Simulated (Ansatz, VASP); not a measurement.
# One calculation of Hg, two programs

```
Hg
1.0
     1.69767    0.95918    2.20671
    -1.76233    0.99378    2.24131
    -0.00236   -2.01997    2.25398
Hg
1
Direct
  0.00000 0.00000 0.00000
```

Change from the starting cell: equal xy, yz and zx shear strains of -2 %.

Alike in both runs: task single point; functional LDA; k mesh 12 × 12 × 12; occupations fermi-dirac, width 0.03 eV; no spin polarisation.

```csv
,VASP,Ansatz
version,VASP 6.6.1,Ansatz 0.2.0
potentials or method,"VASP PAW LDA potentials, release 64 (Hg), cutoff 520 eV","all-electron LAPW, scalar-relativistic"
```

|  | VASP | Ansatz | Ansatz less VASP |
| --- | --- | --- | --- |
| pressure (GPa) | -1.1 | -1.7 | -0.60 |
| traceless stress, the component that is largest in VASP (GPa) | -0.52 | -0.81 | -0.284 |

LDA's correlation is that of Perdew and Zunger in VASP and of Perdew and Wang (1992) in Ansatz. Ansatz ran all-electron here, and VASP with PAW potentials.

Spin-orbit coupling is off throughout.
